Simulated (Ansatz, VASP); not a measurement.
## One calculation of HgTe, two programs

```
Hg Te
1.0
     0.00000    3.29911    3.29911
     3.29911    0.00000    3.29911
     3.29911    3.29911    0.00000
Hg Te
1 1
Direct
  0.00000 0.00000 0.00000
  0.25000 0.25000 0.25000
```

Alike in both runs: task single point; functional PBEsol; k mesh 6 × 6 × 6; occupations gaussian, width 0.05 eV; no spin polarisation.

|  | VASP | Ansatz |
| --- | --- | --- |
| version | VASP 6.6.1 | Ansatz 0.2.0 |
| potentials or method | VASP PAW PBE potentials, release 64 (Hg, Te), cutoff 520 eV | scalar-relativistic, plane waves, PAW |
| valence electrons in the cell | 18 | 36 |

```csv
,VASP,Ansatz,Ansatz less VASP
gap on the k mesh at the Fermi level (eV),none,none,-
pressure (GPa),-1.4,-1.5,-0.09
```

VASP's potentials were made for PBE, not for PBEsol. A gap of «none» marks a metal or a gap that the smearing closes. VASP's potentials hold 18 valence electrons a cell and Ansatz's 36, so a difference there can come from the potentials and not from the codes.

Spin-orbit coupling is off throughout.
